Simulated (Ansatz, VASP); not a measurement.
# One calculation of Au, two programs

```
CELL_PARAMETERS angstrom
2.74788 0.00000 0.00000
0.00000 2.74788 0.00000
0.00000 0.00000 2.74788
ATOMIC_POSITIONS crystal
Au 0.00000 0.00000 0.00000
```

Alike in both runs: functional PBE; k mesh 12 × 12 × 12; occupations fermi-dirac, width 0.08 eV; no spin polarisation.

Ansatz relaxed the structure, and its values are those at the end. VASP's run is a single point on that final structure, the one shown.

|  | VASP | Ansatz |
| --- | --- | --- |
| version | VASP 6.6.1 | Ansatz 0.2.0 |
| potentials or method | VASP PAW PBE potentials, release 64 (Au) | PAW with Ansatz's earlier generated frozen-core files (soft_1), scalar-relativistic |
| plane-wave cutoff (eV) | 500 | 420 |
| valence electrons in the cell | 11 | 19 |

```tsv
	VASP	Ansatz	Ansatz less VASP
pressure (GPa)	-0.2	0.0	+0.16
```

With one functional, cell and mesh, what is left measures potentials, basis and numerics. VASP's potentials hold 11 valence electrons a cell and Ansatz's 19, so a difference there can come from the potentials and not from the codes.

Spin-orbit coupling is off throughout.
